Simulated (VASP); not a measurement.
# La (P6_3/mmc) in VASP: single point with PBE+D3(BJ)

Aim: the single point of La with PBE+D3(BJ).

Program: VASP 6.6.1. These are calculated values, not measurements. Logs are shortened: lines on timing, memory, paths and dates and some standing lists are left out, and cuts for length are marked.

**1. The cell of the first run**

Symmetry: P6_3/mmc, No. 194, hexagonal system. The conventional cell has a = 3.672 Å, b = 3.672 Å, c = 11.750 Å, α = 90.00°, β = 90.00°, γ = 120.00°. La (site symmetry -3m) has 12 La at 3.62 to 3.67 Å within 4.8 Å. Within 4.8 Å of La (site symmetry -6m2) lie 12 La at 3.62 to 3.67 Å.

**2. Single point, PBE+D3(BJ)**

Contents of INCAR:

```
  PREC = Accurate
  ENCUT = 520
  EDIFF = 1E-7
  ISMEAR = 0
  SIGMA = 0.1
  LREAL = False
  LASPH = True
  NELM = 80
  ALGO = Fast
  ISIF = 2
  LWAVE = False
  LCHARG = False
  GGA = PE
  IVDW = 12
  NBANDS = 30
```

Contents of KPOINTS:

```
Automatic mesh
0
Gamma
  15 15 4
```

Contents of POSCAR:

```
La
1.0
    3.6715699560      0.0000000000      0.0000000000
   -1.8357849780      3.1796728536      0.0000000000
    0.0000000000      0.0000000000     11.7503327777
La
4
Direct
    0.0000000000      0.0000000000      0.0000000000
    0.0000000000      0.0000000000      0.5000000000
    0.3333333333      0.6666666667      0.7500000000
    0.6666666667      0.3333333333      0.2500000000
```

Potentials or basis: VASP PAW PBE potentials, release 64 (La).

Command:

```sh
$ cat potpaw_PBE.64/La/POTCAR > POTCAR
$ mpirun -np 1 vasp_std > vasp.out
```

OUTCAR:

```text
PREC = Accurate
   ENCUT = 520
   EDIFF = 1E-7
   ISMEAR = 0
   LREAL = False
   LASPH = True
   NELM = 80
   ISIF = 2
   GGA = PE
   IVDW = 12
 IVDW          = 12

 ion  position               nearest neighbor table
   1  0.000  0.000  0.000-   3 3.62   4 3.62   3 3.62   4 3.62   4 3.62   3 3.62
   2  0.000  0.000  0.500-   3 3.62   4 3.62   3 3.62   4 3.62   4 3.62   3 3.62
   3  0.333  0.667  0.750-   1 3.62   2 3.62   1 3.62   2 3.62   1 3.62   2 3.62
   4  0.667  0.333  0.250-   1 3.62   2 3.62   1 3.62   2 3.62   1 3.62   2 3.62

  LATTYP: Found a hexagonal cell.
 ALAT       =     3.6715699560
 C/A-ratio  =     3.2003565010

  Lattice vectors:

 A1 = (   3.6715699560,   0.0000000000,   0.0000000000)
 A2 = (  -1.8357849780,   3.1796728536,   0.0000000000)
 A3 = (   0.0000000000,   0.0000000000,  11.7503327777)

Analysis of symmetry for initial positions (statically):
=====================================================================
 Subroutine PRICEL returns:
 Original cell was already a primitive cell.

 Routine SETGRP: Setting up the symmetry group for a
 hexagonal supercell.

 Subroutine GETGRP returns: Found 24 space group operations
 (whereof 12 operations were pure point group operations)
 out of a pool of 24 trial point group operations.

The static configuration has the point symmetry D_3d.
 The point group associated with its full space group is D_6h.

Analysis of symmetry for dynamics (positions and initial velocities):
=====================================================================
 Subroutine PRICEL returns:
 Original cell was already a primitive cell.

 Routine SETGRP: Setting up the symmetry group for a
 hexagonal supercell.

 Subroutine GETGRP returns: Found 24 space group operations
 (whereof 12 operations were pure point group operations)
 out of a pool of 24 trial point group operations.

The dynamic configuration has the point symmetry D_3d.
 The point group associated with its full space group is D_6h.

 Subroutine INISYM returns: Found 24 space group operations
 (whereof 12 operations are pure point group operations),
 and found     1 'primitive' translations

----------------------------------------------------------------------------------------

                                     Primitive cell

  volume of cell :     137.1780

  direct lattice vectors                    reciprocal lattice vectors
     3.671569956  0.000000000  0.000000000     0.272363052  0.157248882  0.000000000
    -1.835784978  3.179672854  0.000000000     0.000000000  0.314497763  0.000000000
     0.000000000  0.000000000 11.750332778     0.000000000  0.000000000  0.085103973

  length of vectors
     3.671569956  3.671569956 11.750332778     0.314497763  0.314497763  0.085103973

  position of ions in fractional coordinates (direct lattice)
     0.000000000  0.000000000  0.000000000
     0.000000000  0.000000000  0.500000000
     0.333333333  0.666666667  0.750000000
     0.666666667  0.333333333  0.250000000

  ion indices of the primitive-cell ions
   primitive index   ion index
                 1           1
                 2           2
                 3           3
                 4           4

----------------------------------------------------------------------------------------

 KPOINTS: Automatic mesh

Automatic generation of k-mesh.
 Grid dimensions read from file:
 generate k-points for:   15   15    4

 Generating k-lattice:

  Cartesian coordinates                     Fractional coordinates (reciprocal lattice)
     0.018157537  0.010483259  0.000000000     0.066666667  0.000000000  0.000000000
     0.000000000  0.020966518  0.000000000     0.000000000  0.066666667  0.000000000
     0.000000000  0.000000000  0.021275993     0.000000000  0.000000000  0.250000000

  Length of vectors
     0.020966518  0.020966518  0.021275993

  Shift w.r.t. Gamma in fractional coordinates (k-lattice)
     0.000000000  0.000000000  0.000000000

 Subroutine IBZKPT returns following result:
 ===========================================

 Found     81 irreducible k-points:

 Following reciprocal coordinates:
            Coordinates               Weight
  0.000000  0.000000  0.000000      1.000000
  0.066667  0.000000  0.000000      6.000000
  0.133333  0.000000  0.000000      6.000000
  0.200000  0.000000  0.000000      6.000000
  0.266667  0.000000  0.000000      6.000000
  0.333333 -0.000000  0.000000      6.000000
[... 16 lines left out ...]
  0.333333  0.200000  0.000000     12.000000
  0.400000  0.200000  0.000000      6.000000
 [... further k-points ...]
   k-points           NKPTS =     81   k-points in BZ     NKDIM =     81   number of bands    NBANDS=     30
   number of dos      NEDOS =    301   number of ions     NIONS =      4
   total plane-waves  NPLWV =  70560
   dimension x,y,z NGX =    28 NGY =   28 NGZ =   90
   dimension x,y,z NGXF=    56 NGYF=   56 NGZF=  180
   ions per type =               4
   NGX,Y,Z   is equivalent  to a cutoff of  12.68, 12.68, 12.73 a.u.
   NGXF,Y,Z  is equivalent  to a cutoff of  25.36, 25.36, 25.47 a.u.
 SYSTEM =  unknown system
   PREC   = accura    normal or accurate (medium, high low for compatibility)
   ISTART =      0    job   : 0-new  1-cont  2-samecut
   ICHARG =      2    charge: 1-file 2-atom 10-const
   ISPIN  =      1    spin polarized calculation?
   LNONCOLLINEAR =      F non collinear calculations
   LSORBIT =      F    spin-orbit coupling
   LASPH  =      T    aspherical Exc in radial PAW
   ENCUT  =  520.0 eV  38.22 Ry    6.18 a.u.   6.83  6.83 21.85*2*pi/ulx,y,z
   NELM   =     80;   NELMIN=  2; NELMDL= -5     # of ELM steps
   EDIFF  = 0.1E-06   stopping-criterion for ELM
   LREAL  =      F    real-space projection
   EDIFFG = 0.1E-05   stopping-criterion for IOM
   NSW    =      0    number of steps for IOM
   IBRION =     -1    ionic relax: 0-MD 1-quasi-New 2-CG
   NFREE  =      0    steps in history (QN), initial steepest desc. (CG)
   ISIF   =      2    stress and relaxation
   ISYM   =      2    0-nonsym 1-usesym 2-fastsym
   POTIM  = 0.5000    time-step for ionic-motion
   TEBEG  =    0.0;   TEEND  =   0.0 temperature during run
   PSTRESS=    0.0 pullay stress
   NELECT =      44.0000    total number of electrons
   NUPDOWN=      -1.0000    fix difference up-down
   EMIN   =  10.00;   EMAX   =-10.00  energy-range for DOS
   EFERMI =   0.00;   METHOD = LEGACY
   ISMEAR =     0;   SIGMA  =   0.10  broadening in eV -4-tet -1-fermi 0-gaus
   EFERMI_NEDOS =   21; number of points for ismear=-14 and -15
   IALGO  =     68    algorithm
   IMIX   =      4    mixing-type and parameters
     AMIX     =   0.40;   BMIX     =  1.00
     AMIX_MAG =   1.60;   BMIX_MAG =  1.00
  volume/ion in A,a.u.               =      34.29       231.43
  Fermi-wavevector in a.u.,A,eV,Ry     =   1.120635  2.117693 17.086512  1.255823
  Thomas-Fermi vector in A             =   2.257283
   LORBIT       =      0    0 simple, 1 ext, 2 COOP (PROOUT), +10 PAW based schemes
   GGA     = PE    functional components
   LHFCALC =     F    Hartree Fock is set to
   AEXX    =    0.0000 exact exchange contribution
   IVDW    =    12    specifies the selected vdW correction
   LEPSILON=     F    determine dielectric tensor
   LRPA    =     F    only Hartree local field effects (RPA)
 non-spin polarized calculation
 RMM-DIIS sequential band-by-band and
 Gauss-broadening in eV      SIGMA  =   0.10
  energy-cutoff  :      520.00
  volume of cell :      137.18
 maximum number of plane-waves:      3716
 NGX is ok and might be reduce to    28
   NGX = 13   NGY = 13   NGZ = 43

 number of electron      44.0000000 magnetization

 Free energy of the ion-electron system (eV)
  ---------------------------------------------------
  ext. energy  EPLUGINS =         0.00000000
  ---------------------------------------------------
  free energy    TOTEN  =       -19.47511994 eV

  energy without entropy =      -19.44391707  energy(sigma->0) =      -19.45951850

 E-fermi :   8.6805     XC(G=0):  -9.8891

 val. band max:        8.6804457310   @ k =   0.2667   0.2667   0.5000
 cond. band min:       8.6872730510   @ k =   0.2667   0.2000   0.2500
 fundamental gap:      0.0068273200
 Fermi energy:         8.6805425188

 k-point     1 :       0.0000    0.0000    0.0000
  band No.  band energies     occupation
      1     -24.1208      2.00000
      2     -23.9813      2.00000
      3     -23.9783      2.00000
      4     -23.8322      2.00000
      5      -8.7064      2.00000
      6      -7.8747      2.00000
[... 22 lines left out ...]
     29      10.5233      0.00000
     30      10.5701      0.00000

 k-point     2 :       0.0667    0.0000    0.0000
  band No.  band energies     occupation
      1     -24.1112      2.00000
      2     -23.9742      2.00000
      3     -23.9712      2.00000
      4     -23.8280      2.00000
      5      -8.6835      2.00000
      6      -7.8825      2.00000
[... 22 lines left out ...]
     29      10.4917      0.00000
     30      10.5588      0.00000

 k-point     3 :       0.1333    0.0000    0.0000
  band No.  band energies     occupation
      1     -24.0837      2.00000
      2     -23.9542      2.00000
      3     -23.9512      2.00000
      4     -23.8161      2.00000
      5      -8.6168      2.00000
      6      -7.9171      2.00000
[... 22 lines left out ...]
     29      10.2843      0.00000
     30      10.4036      0.00000

 k-point     4 :       0.2000    0.0000    0.0000
  band No.  band energies     occupation
      1     -24.0418      2.00000
      2     -23.9243      2.00000
      3     -23.9215      2.00000
      4     -23.7996      2.00000
      5      -8.5124      2.00000
      6      -8.0102      2.00000
[... 616 lines left out ...]
     29       9.9769      0.00000
     30      10.6889      0.00000

 k-point    23 :       0.3333    0.2000    0.0000
  band No.  band energies     occupation
      1     -23.8445      2.00000
      2     -23.8063      2.00000
      3     -23.8038      2.00000
      4     -23.7655      2.00000
      5      -8.4701      2.00000
      6      -8.4320      2.00000
[... 22 lines left out ...]
     29      10.5303      0.00000
     30      10.5789      0.00000

 k-point    24 :       0.4000    0.2000    0.0000
  band No.  band energies     occupation
      1     -23.8286      2.00000
      2     -23.8002      2.00000
      3     -23.7979      2.00000
      4     -23.7694      2.00000
      5      -8.4971      2.00000
      6      -8.4513      2.00000
[... 22 lines left out ...]
     29      10.5793      0.00000
     30      10.6261      0.00000

 [... further k-points ...]

------------------------ aborting loop because EDIFF is reached ----------------------------------------

 Edisp (eV)   -1.77944

 E8    (eV) :    -0.9986

  FORCE on cell =-STRESS in cart. coord.  units (eV):
  Direction    XX          YY          ZZ          XY          YZ          ZX
  --------------------------------------------------------------------------------------
  -------------------------------------------------------------------------------------
  Total       0.11560     0.11560     0.10679     0.00000     0.00000     0.00000
  in kB       1.35011     1.35011     1.24728     0.00000     0.00000     0.00000
  external pressure =        1.32 kB  Pullay stress =        0.00 kB

 VOLUME and BASIS-vectors are now :
 -----------------------------------------------------------------------------
  energy-cutoff  :      520.00
  volume of cell :      137.18
      direct lattice vectors                 reciprocal lattice vectors
     3.671569956  0.000000000  0.000000000     0.272363052  0.157248882  0.000000000
    -1.835784978  3.179672854  0.000000000     0.000000000  0.314497763  0.000000000
     0.000000000  0.000000000 11.750332778     0.000000000  0.000000000  0.085103973

 POSITION                                       TOTAL-FORCE (eV/Angst)
 -----------------------------------------------------------------------------------
      0.00000      0.00000      0.00000        -0.000000      0.000000     -0.000000
      0.00000      0.00000      5.87517        -0.000000      0.000000     -0.000000
     -0.00000      2.11978      8.81275         0.000000     -0.000000     -0.000000
      1.83578      1.05989      2.93758        -0.000000      0.000000      0.000000
 -----------------------------------------------------------------------------------
    total drift:                               -0.000000      0.000000      0.000000

  FREE ENERGIE OF THE ION-ELECTRON SYSTEM (eV)
  ---------------------------------------------------
  free  energy   TOTEN  =       -21.2545636910 eV

  energy  without entropy=      -21.2233608268  energy(sigma->0) =      -21.23896226
```

Wall time 45 min (1 thread of Intel Xeon Platinum 8375C at 2.90GHz (Ice Lake), shared host); peak memory 0.45 GiB.

Results:

- Free energy: -21.2546 eV
- Pressure: 0.1 GPa
- Band gap on the k mesh: zero (bands 22 and 23 overlap by 1.25 eV)
- Dispersion energy per atom: -0.445 eV

Caveat: spin-orbit coupling is left out, which moves the levels of the heavy elements.
